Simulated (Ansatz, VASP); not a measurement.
# Pb: VASP beside Ansatz

```
Pb
1.0
     3.03861   -1.75032    0.00000
     3.03861    1.75032    0.00000
    -2.11546    0.00000    6.09522
Pb
2
Direct
  0.89920 0.91261 0.72889
  0.09341 0.08248 0.27147
```

Change from the starting cell: atoms moved at random, drawn with an rms of 0.05 Å.

Alike in both runs: task single point; functional PBE; k mesh 9 × 9 × 5; occupations fermi-dirac, width 0.05 eV; no spin polarisation.

|  | VASP | Ansatz |
| --- | --- | --- |
| version | VASP 6.6.1 | Ansatz 0.2.0 |
| potentials or method | VASP PAW PBE potentials, release 64 (Pb_d), cutoff 520 eV | all-electron LAPW, scalar-relativistic |

VASP gave:

| Item | Value |
| --- | --- |
| gap on the k mesh at the Fermi level (eV) | none |
| pressure (GPa) | 0.6 |
| traceless stress, the component that is largest in VASP (GPa) | -0.12 |
| rms of the force components (eV/Å) | 0.084 |

Which values does Ansatz return?

gap on the k mesh at the Fermi level (eV): none; pressure (GPa): 0.7; traceless stress, the component that is largest in VASP (GPa): -0.12; rms of the force components (eV/Å): 0.084.

Atom by atom the forces differ by 0.000 eV/Å (rms over components). A gap of «none» marks a metal or a gap that the smearing closes. Ansatz ran all-electron here, and VASP with PAW potentials.

Neither program's run includes spin-orbit coupling.
